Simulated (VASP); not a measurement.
Mg3BeS:

```
CELL_PARAMETERS angstrom
5.83781 0.00000 0.00000
-2.91890 5.05569 0.00000
0.00000 0.00000 6.28518
ATOMIC_POSITIONS crystal
Mg 0.00000 0.64645 0.73875
Mg 0.35355 0.35355 0.73875
Mg 0.64645 0.00000 0.73875
Mg 0.64645 0.64645 0.26125
Mg 0.00000 0.35355 0.26125
Mg 0.35355 0.00000 0.26125
Be 0.00000 0.00000 0.34620
Be 0.00000 0.00000 0.65380
S 0.66667 0.33333 0.50000
S 0.33333 0.66667 0.50000
```

The cell was generated, and may not be a known phase.

* Program: VASP 6.6.1
* Task: relaxation of cell and atoms
* Functional: PBE
* Potentials or basis: VASP PAW PBE potentials, release 64 (Mg, Be, S)
* Cutoff: 600 eV
* k mesh: 3 × 3 × 4
* Occupations: gaussian, width 0.1 eV
* Spin: no spin polarisation

At the start: pressure 14.5 GPa; volume 18.55 Å³/atom.

Problem. How do energy, volume and symmetry change on relaxing?

Solution. Over 17 steps the energy falls by 548.7 meV/atom and the volume is 19.36 Å³/atom (+4.4 %); space group P-31m (No. 162, to 0.1 Å) before and after.

Step by step:
| step | energy change (eV) | largest force (eV/Å) | pressure (GPa) | volume (Å³) |
| --- | --- | --- | --- | --- |
| 1 | 0.0000 | 1.8021 | 14.49 | 185.50 |
| 2 | -3.1788 | 1.2027 | -0.87 | 233.39 |
| 3 | -3.1903 | 1.4100 | -1.77 | 239.10 |
| 4 | -3.1921 | 1.3614 | -1.56 | 237.74 |
| 5 | -3.6581 | 0.9514 | -1.54 | 233.79 |
| 6 | -4.0811 | 0.5842 | -1.29 | 227.47 |
| 7 | -4.3012 | 0.9161 | -0.42 | 212.34 |
| 8 | -4.7974 | 0.7157 | -0.73 | 206.38 |
| 9 | -5.2395 | 0.8188 | 0.19 | 193.71 |
| 10 | -5.2471 | 0.5522 | -0.17 | 196.32 |
| 11 | -5.2528 | 0.5556 | -0.05 | 195.37 |
| 12 | -5.4362 | 0.2461 | 0.12 | 192.80 |
| 13 | -5.4435 | 0.2576 | 0.22 | 192.18 |
| 14 | -5.4799 | 0.1242 | -0.11 | 193.90 |
| 15 | -5.4813 | 0.1716 | -0.18 | 194.31 |
| 16 | -5.4846 | 0.1446 | 0.20 | 193.12 |
| 17 | -5.4867 | 0.0270 | 0.06 | 193.57 |

Final structure:
```
CELL_PARAMETERS angstrom
7.25941 0.00000 0.00000
-3.62970 6.28683 0.00000
0.00000 0.00000 4.24140
ATOMIC_POSITIONS crystal
Mg 0.00000 0.66127 0.75535
Mg 0.33873 0.33873 0.75535
Mg 0.66127 0.00000 0.75535
Mg 0.66127 0.66127 0.24465
Mg 0.00000 0.33873 0.24465
Mg 0.33873 0.00000 0.24465
Be 0.00000 0.00000 0.25609
Be 0.00000 0.00000 0.74391
S 0.66667 0.33333 0.50000
S 0.33333 0.66667 0.50000
```

Caveat: the k points lie up to 0.37 Å⁻¹ apart in the final cell, too coarse for converged energies and pressures of a metal; a cell axis changed by over 15 % at a fixed basis, so the end point is rough.
